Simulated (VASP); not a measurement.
A run of VASP 6.6.1 is set up as follows.

File INCAR:

```
SYSTEM = ZrB
ALGO = Normal ; EDIFF = 1E-6
ENCUT = 520 ; GGA = RE
ISIF = 2 ; ISMEAR = -1
IVDW = 13 ; LASPH = .TRUE.
LCHARG = .FALSE. ; LREAL = .FALSE.
LWAVE = .FALSE. ; NBANDS = 14
NELM = 80 ; PREC = Accurate
SIGMA = 0.05
```

Contents of KPOINTS:

```
k-points
0
G
  10 10 10
  0 0 0
```

POSCAR

```
ZrB
1.0
    0.0000000000      2.4304392889      2.4304392889
    2.4304392889      0.0000000000      2.4304392889
    2.4304392889      2.4304392889      0.0000000000
Zr B
1 1
Direct
    0.0000000000      0.0000000000      0.0000000000
    0.5000000000      0.5000000000      0.5000000000
```

Potentials or basis: VASP PAW PBE potentials, release 64 (Zr_sv, B).

Launch:

```console
$ cat potpaw_PBE.64/Zr_sv/POTCAR potpaw_PBE.64/B/POTCAR > POTCAR
$ mpirun -np 1 vasp_std > vasp.out
```

(1) Predict the dispersion energy per atom.

(2) Estimate the pressure.

## Answers

(1) -0.462 eV.

(2) 0.1 GPa.

Caveat: the PAW data sets were made with another functional, which shifts forces and pressure a little; pairwise dispersion overbinds metals, which lowers pressure and volume.
